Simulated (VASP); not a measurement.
# Co (Fd-3m) in VASP: further runs, part 2 of 2

VASP 6.6.1. Earlier steps stand in the parts before.

## (5) Single point, LDA, collinear spin, ferromagnetic start (volume scaled by 0.85)

Input file INCAR:

```
ALGO = Normal
EDIFF = 1E-6
ENCUT = 520
GGA = CA
ISIF = 2
ISMEAR = -1
ISPIN = 2
LASPH = True
LCHARG = True
LELF = True
LMAXMIX = 4
LORBIT = 11
LREAL = False
LVHAR = True
LWAVE = False
MAGMOM = 1.7 1.7
NBANDS = 20
NELM = 150
PREC = Accurate
SIGMA = 0.1
```

Input file KPOINTS:

```
k-points
0
Gamma
  16 16 16
```

Input file POSCAR:

```
Co
1.0
    0.0000000000      2.2703917202      2.2703917202
    2.2703917202      0.0000000000      2.2703917202
    2.2703917202      2.2703917202      0.0000000000
Co
2
Direct
   -0.1250000000     -0.1250000000     -0.1250000000
    0.1250000000      0.1250000000      0.1250000000
```

Potentials or basis: VASP PAW LDA potentials, release 64 (Co).

On the command line:

```console
> cat potpaw_LDA.64/Co/POTCAR > POTCAR
> mpirun -np 1 vasp_std > vasp.out
```

OUTCAR:

```text
EDIFF = 1E-6
   ENCUT = 520
   GGA = CA
   ISIF = 2
   ISMEAR = -1
   ISPIN = 2
   LASPH = True
   LORBIT = 11
   LREAL = False
   NELM = 150
   PREC = Accurate

 ion  position               nearest neighbor table
   1  0.875  0.875  0.875-   2 1.97   2 1.97   2 1.97   2 1.97
   2  0.125  0.125  0.125-   1 1.97   1 1.97   1 1.97   1 1.97

  LATTYP: Found a face centered cubic cell.
 ALAT       =     4.5407834404

  Lattice vectors:

 A1 = (   0.0000000000,   2.2703917202,   2.2703917202)
 A2 = (   2.2703917202,   0.0000000000,   2.2703917202)
 A3 = (   2.2703917202,   2.2703917202,   0.0000000000)

Analysis of symmetry for initial positions (statically):
=====================================================================
 Subroutine PRICEL returns:
 Original cell was already a primitive cell.

 Routine SETGRP: Setting up the symmetry group for a
 face centered cubic supercell.

 Subroutine GETGRP returns: Found 48 space group operations
 (whereof 12 operations were pure point group operations)
[... 742 lines left out ...]

 spin component 2

 k-point     1 :       0.0000    0.0000    0.0000
  band No.  band energies     occupation
      1       0.9352      1.00000
      2       4.9623      1.00000
      3       4.9623      1.00000
      4       5.3651      1.00000
      5       5.3651      1.00000
      6       5.3651      1.00000
[... 541 lines left out ...]
     19      28.4733      0.00000
     20      29.6655      0.00000

 [... further k-points ...]
[... 5 lines left out ...]
  --------------------------------------------------------------------------------------
  -------------------------------------------------------------------------------------
  Total        4.9469567      4.9469567      4.9469567      0.0000000      0.0000000      0.0000000
  in kB      338.6228874    338.6228874    338.6228874      0.0000000      0.0000000      0.0000000
  external PRESSURE =     338.6228874 kB  Pullay stress =       0.0000000 kB

 VOLUME and BASIS-vectors are now :
 -----------------------------------------------------------------------------
  energy-cutoff  :      520.00
  volume of cell :       23.41
      direct lattice vectors                 reciprocal lattice vectors
     0.000000000  2.270391720  2.270391720    -0.220226314  0.220226314  0.220226314
     2.270391720  0.000000000  2.270391720     0.220226314 -0.220226314  0.220226314
     2.270391720  2.270391720  0.000000000     0.220226314  0.220226314 -0.220226314

 POSITION                                       TOTAL-FORCE (eV/Angst)
 -----------------------------------------------------------------------------------
      3.97319      3.97319      3.97319        -0.000000     -0.000000     -0.000000
      0.56760      0.56760      0.56760         0.000000      0.000000      0.000000
 -----------------------------------------------------------------------------------
    total drift:                                0.000000      0.000000      0.000000

  FREE ENERGIE OF THE ION-ELECTRON SYSTEM (eV)
  ---------------------------------------------------
  free  energy   TOTEN  =       -13.2792157300 eV

  energy  without entropy=      -13.1796586861  energy(sigma->0) =      -13.22943721

 total charge

# of ion       s       p       d       tot
------------------------------------------
    1        0.648   0.578   7.567   8.793
    2        0.648   0.578   7.567   8.793
--------------------------------------------------
tot          1.297   1.156  15.134  17.587

 magnetization (x)

# of ion       s       p       d       tot
------------------------------------------
    1       -0.000   0.000   0.000   0.000
    2       -0.000   0.000   0.000   0.000
--------------------------------------------------
tot         -0.000   0.000   0.000   0.000
```

Run time: 64 s. Hardware: 1 thread of Intel Xeon Platinum 8375C at 2.90GHz (Ice Lake), shared host; peak memory 0.2 GiB.

What came out:

| Item | Value |
| --- | --- |
| Free energy | -13.2792 eV |
| Pressure | 33.9 GPa |
| Band gap on the k mesh | zero (filled and empty bands overlap) |
| Net moment | 0.00 μB per cell |
| Valence electrons inside the program's atomic spheres | Co 8.79 |

Levels at points of the mesh, in eV from the Fermi level:
Spin up:
| k point | band 7 | band 8 | band 9 | band 10 | band 11 | band 12 |
| --- | --- | --- | --- | --- | --- | --- |
| (0.00, 0.00, 0.00) | -1.46 | -1.46 | -1.46 | 0.47 | 0.47 | 15.73 |
| (0.50, 0.00, 0.00) | -1.93 | -0.77 | -0.77 | 0.14 | 0.14 | 2.05 |
| (0.50, 0.50, 0.00) | -1.86 | -1.86 | 0.37 | 0.37 | 2.37 | 2.37 |
Spin down:
| k point | band 7 | band 8 | band 9 | band 10 | band 11 | band 12 |
| --- | --- | --- | --- | --- | --- | --- |
| (0.00, 0.00, 0.00) | -1.46 | -1.46 | -1.46 | 0.47 | 0.47 | 15.73 |
| (0.50, 0.00, 0.00) | -1.93 | -0.77 | -0.77 | 0.14 | 0.14 | 2.05 |
| (0.50, 0.50, 0.00) | -1.86 | -1.86 | 0.37 | 0.37 | 2.37 | 2.37 |

Caveat: the starting moments collapsed, and a magnetic state may lie lower.

## (6) Single point, LDA, collinear spin, ferromagnetic start (volume scaled by 0.95)

Input file INCAR:

```
SYSTEM = Co
PREC = Accurate
ENCUT = 520
EDIFF = 1E-6
ISMEAR = -1
SIGMA = 0.1
LREAL = .FALSE.
LASPH = .TRUE.
NELM = 150
ALGO = Normal
ISIF = 2
LWAVE = .FALSE.
LCHARG = .FALSE.
ISPIN = 2
MAGMOM = 1.7 1.7
LORBIT = 11
LMAXMIX = 4
NBANDS = 20
```

Input file KPOINTS:

```
Automatic mesh
0
G
  16 16 16
  0 0 0
```

Input file POSCAR:

```
Co
1.0
    0.0000000000      2.3561468458      2.3561468458
    2.3561468458      0.0000000000      2.3561468458
    2.3561468458      2.3561468458      0.0000000000
Co
2
Direct
   -0.1250000000     -0.1250000000     -0.1250000000
    0.1250000000      0.1250000000      0.1250000000
```

Potentials or basis: VASP PAW LDA potentials, release 64 (Co).

On the command line:

```console
> cat potpaw_LDA.64/Co/POTCAR > POTCAR
> mpirun -np 1 vasp_std > vasp.out
```

It took 2.9 min on 1 thread of Intel Xeon Platinum 8375C at 2.90GHz (Ice Lake), shared host; peak memory 0.22 GiB.

The run converged. Its results:

```yaml
Free_energy: -13.6104 eV
Pressure: 7.1 GPa
Band_gap_on_the_k_mesh: zero (filled and empty bands overlap)
Net_moment: 0.00 μB per cell
Valence_electrons_inside_the_program's_atomic_spheres: Co 8.56
```

Levels at points of the mesh, in eV from the Fermi level:
Spin up:
```
           k point  band 7  band 8  band 9  band 10  band 11  band 12
(0.00, 0.00, 0.00)   -1.26   -1.26   -1.26     0.38     0.38    14.60
(0.50, 0.00, 0.00)   -1.70   -0.67   -0.67     0.11     0.11     1.76
(0.50, 0.50, 0.00)   -1.59   -1.59    0.31     0.31     2.13     2.13
```
Spin down:
| k point | band 7 | band 8 | band 9 | band 10 | band 11 | band 12 |
| --- | --- | --- | --- | --- | --- | --- |
| (0.00, 0.00, 0.00) | -1.26 | -1.26 | -1.26 | 0.38 | 0.38 | 14.60 |
| (0.50, 0.00, 0.00) | -1.70 | -0.67 | -0.67 | 0.11 | 0.11 | 1.76 |
| (0.50, 0.50, 0.00) | -1.59 | -1.59 | 0.31 | 0.31 | 2.13 | 2.13 |

Caveat: the starting moments collapsed, and a magnetic state may lie lower.
